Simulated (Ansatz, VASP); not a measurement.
# One calculation of BeH, two programs

```xyz
8
Lattice="6.0353 0.0000 0.0000 0.0000 2.2862 0.0000 0.0000 0.0000 3.7766" Properties=species:S:1:pos:R:3 pbc="T T T"
Be    0.8332    0.5715    0.4649
Be    2.1844    1.7146    2.3532
Be    3.8509    0.5715    1.4234
Be    5.2021    1.7146    3.3117
H     5.1190    0.5715    2.1956
H     3.9339    1.7146    0.3074
H     2.1014    0.5715    3.4692
H     0.9163    1.7146    1.5809
```

Alike in both runs: functional PBE; k mesh 6 × 16 × 10; occupations gaussian, width 0.1 eV; no spin polarisation.

Ansatz relaxed the structure, and its values are those at the end. VASP's run is a single point on that final structure, the one shown.

|  | VASP | Ansatz |
| --- | --- | --- |
| version | VASP 6.6.1 | Ansatz 0.2.0 |
| potentials or method | VASP PAW PBE potentials, release 64 (Be, H), cutoff 520 eV | scalar-relativistic, plane waves, PAW |
| valence electrons in the cell | 12 | 12 |

```csv
,VASP,Ansatz,Ansatz less VASP
gap on the k mesh at the Fermi level (eV),none,none,-
pressure (GPa),0.0,0.0,+0.03
```

A gap of «none» marks a metal or a gap that the smearing closes. With one functional, cell and mesh, what is left measures potentials, basis and numerics.
